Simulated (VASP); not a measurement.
A run of VASP 6.6.1 is set up as follows.

The input INCAR:

```
SYSTEM = KCu3SnSe4
PREC = Accurate
ENCUT = 520
EDIFF = 1E-7
ISMEAR = 0
SIGMA = 0.01
LREAL = .FALSE.
LASPH = .TRUE.
NELM = 60
ALGO = Normal
ISIF = 2
LWAVE = .FALSE.
LCHARG = .FALSE.
GGA = PE
NBANDS = 50
```

KPOINTS

```
regular mesh
0
G
  4 4 4
  0 0 0
```

POSCAR

```
KCu3SnSe4
1.0
    6.2817520000      0.0000000000      0.0000000000
    0.0000000000      6.2817520000      0.0000000000
    0.0000000000      0.0000000000      6.2817520000
K Cu Sn Se
1 3 1 4
Direct
    0.5000000000      0.5000000000      0.5000000000
    0.0000000000      0.5000000000      0.0000000000
    0.0000000000      0.0000000000      0.5000000000
    0.5000000000      0.0000000000      0.0000000000
    0.0000000000      0.0000000000      0.0000000000
    0.2287619998      0.2287619998      0.2287619998
    0.7712380002      0.7712380002      0.2287619998
    0.2287619998      0.7712380002      0.7712380002
    0.7712380002      0.2287619998      0.7712380002
```

Potentials or basis: VASP PAW PBE potentials, release 64 (K_sv, Cu, Sn_d, Se).

Run with:

```bash
$ cat potpaw_PBE.64/K_sv/POTCAR potpaw_PBE.64/Cu/POTCAR potpaw_PBE.64/Sn_d/POTCAR potpaw_PBE.64/Se/POTCAR > POTCAR
$ mpirun -np 1 vasp_std > vasp.out
```

Problem. What does it give for the band gap on the k mesh?

Solution. 0.74 eV, direct.

Problem. Estimate the largest force.

Solution. 0.048 eV/Å.

Problem. Estimate the pressure.

Solution. 0.6 GPa.

Forces on the atoms (eV/Å):
```
K    0.000  0.000  0.000
Cu   0.000  0.000  0.000
Cu   0.000  0.000  0.000
Cu   0.000  0.000  0.000
Sn   0.000  0.000  0.000
Se   0.028  0.028  0.028
Se  -0.028 -0.028  0.028
Se   0.028 -0.028 -0.028
Se  -0.028  0.028 -0.028
```

Caveat: spin-orbit coupling is left out, which moves the levels of the heavy elements. A k mesh can miss the band edges.
